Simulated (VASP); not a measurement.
MgAu3, 4 atoms in the cell. It takes space group Pm-3m (No. 221, cubic). Conventional cell: a = 4.107 Å, b = 4.107 Å, c = 4.107 Å, α = 90.00°, β = 90.00°, γ = 90.00°. Within 3.8 Å of Mg (site symmetry m-3m) lie 12 Au at 2.90 Å. Within 3.8 Å of Au (site symmetry 4/mmm) lie 4 Mg at 2.90 Å and 8 Au at 2.90 Å. 

- Program: VASP 6.6.1
- Task: relaxation of cell and atoms
- Functional: PBEsol
- Potentials or basis: VASP PAW PBE potentials, release 64 (Mg, Au)
- Cutoff: 600 eV
- k mesh: 6 × 6 × 6
- Occupations: fermi-dirac, width 0.1 eV
- Spin: no spin polarisation
- Dipole correction: no
- Further INCAR settings: ALGO = Normal; EDIFF = 1e-06; IBRION = 2; EDIFFG = -0.02; NSW = 80; ISIF = 3

Potentials or basis: VASP PAW PBE potentials, release 64 (Mg, Au).

The run is started by

```console
$ cat potpaw_PBE.64/Mg/POTCAR potpaw_PBE.64/Au/POTCAR > POTCAR
$ mpirun -np 1 vasp_std > vasp.out
```

Hardware: 1 thread of Intel(R) Xeon(R) Platinum 8375C CPU @ 2.90GHz (Ice Lake), with other jobs on the host.

Estimate the wall time of this run.

Run time: 70 s on 1 thread of Intel(R) Xeon(R) Platinum 8375C CPU @ 2.90GHz (Ice Lake) (shared host), peak memory 0.23 GiB. Counts: scf iterations 27, k points 20, ion steps 3.
